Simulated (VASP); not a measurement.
A run of VASP 6.6.1 is set up as follows.

Contents of POSCAR:

```
Si
1.0
    3.8512048931      0.0000000000      0.0000000000
   -1.9256024465      3.3352412726      0.0000000000
    0.0000000000      0.0000000000      6.3307915521
Si
4
Direct
    0.3333333333      0.6666666667     -0.0003504873
    0.6666666667      0.3333333333      0.4996495127
    0.3333333333      0.6666666667      0.3743504873
    0.6666666667      0.3333333333      0.8743504873
```

INCAR.step1

```
ALGO = Normal
EDIFF = 1E-4
ENCUT = 520
GGA = PE
ISMEAR = 0
LASPH = T
LCHARG = F
LREAL = F
LWAVE = T
NBANDS = 16
NELM = 60
PREC = Accurate
SIGMA = 0.02
```

Contents of INCAR.step2:

```
ALGO = Normal
EDIFF = 1E-7
ENCUT = 520
ISIF = 2
ISMEAR = 0
ISTART = 1
LASPH = T
LCHARG = F
LMIXTAU = T
LREAL = F
LWAVE = F
METAGGA = R2SCAN
NBANDS = 16
NELM = 60
PREC = Accurate
SIGMA = 0.02
```

File KPOINTS:

```
k-points
0
Gamma
  9 9 4
```

Potentials or basis: VASP PAW PBE potentials, release 64 (Si).

The run is started by

```sh
$ cat potpaw_PBE.64/Si/POTCAR > POTCAR
$ cp INCAR.step1 INCAR
$ mpirun -np 1 vasp_std > vasp.out
$ cp INCAR.step2 INCAR
$ mpirun -np 1 vasp_std > vasp.out
```

Problem. Estimate the band gap on the k mesh.

Solution. 0.66 eV, indirect (least direct gap 1.28 eV).

Problem. Estimate the pressure.

Solution. -1.0 GPa.

Stress tensor (GPa, compression positive):
```
-1.38  0.00  0.00
 0.00 -1.38  0.00
 0.00  0.00 -0.22
```

Caveat: the cell differs from its parent crystal (strained cell); the PAW data sets were made with another functional, which shifts forces and pressure a little. A k mesh can miss the band edges.
